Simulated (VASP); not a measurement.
Write the native input for VASP 6.6.1 that does the following.

* Task: relaxation of cell and atoms
* Functional: PBE
* Potentials or basis: VASP PAW PBE potentials, release 64 (F_h)
* Cutoff: 910 eV
* k mesh: 10 × 10 × 10
* Occupations: gaussian, width 0.1 eV
* Spin: no spin polarisation
* Dipole correction: no
* Further INCAR settings: ALGO = Normal; EDIFF = 1e-07; IBRION = 2; EDIFFG = -0.04; NSW = 90; ISIF = 3

The structure of F lies in POSCAR:

```
F
1.0
   -1.0735545700      1.0735545700      2.5889177900
    1.0735545700     -1.0735545700      2.5889177900
    1.0735545700      1.0735545700     -2.5889177900
F
6
Direct
    0.7872112300      0.7872112300      0.0000000000
    0.5372112300      0.0372112300      0.5000000000
    0.9627887700      0.4627887700      0.5000000000
    0.2127887700      0.2127887700      0.0000000000
    0.0000000000      0.0000000000      0.0000000000
    0.7500000000      0.2500000000      0.5000000000
```

The cell was built from a structure type or drawn by symmetry, and may not be a known phase.

One way to write it, as run:

INCAR

```
ALGO = Normal ; EDIFF = 1E-7
EDIFFG = -0.04 ; ENCUT = 910
GGA = PE ; GGA_COMPAT = False
IBRION = 2 ; ISIF = 3
ISMEAR = 0 ; LASPH = True
LCHARG = False ; LREAL = False
LWAVE = False ; NELM = 120
NELMIN = 4 ; NSW = 90
PREC = Accurate ; SIGMA = 0.1
```

KPOINTS

```
k-points
0
Gamma
  10 10 10
```

Potentials or basis: VASP PAW PBE potentials, release 64 (F_h).

Run with:

```sh
$ cat potpaw_PBE.64/F_h/POTCAR > POTCAR
$ mpirun -np 1 vasp_std > vasp.out
```

Results of the run:

The relaxed volume is 4.50 Å³/atom and the relaxed cell is a = 3.825 Å, b = 3.825 Å, c = 3.825 Å, α = 135.60°, β = 135.60°, γ = 64.60°. The space group after relaxing (to 0.1 Å) is I4_1/amd (No. 141), the pressure after relaxing is 0.2 GPa and the largest force after relaxing is 0.021 eV/Å. The band gap on the k mesh is zero (bands 21 and 22 overlap by 5.56 eV).

Caveat: the cutoff is under 1.25 times the usual one of these potentials, so pressure, stress and relaxed cells hold a basis-set (Pulay) error; the volume moved by over 15 % at a fixed basis, so the end points are rough.

Run time: 11 min on 1 thread of Intel(R) Xeon(R) 6975P-C (Granite Rapids), on a shared host, peak memory 0.19 GiB.
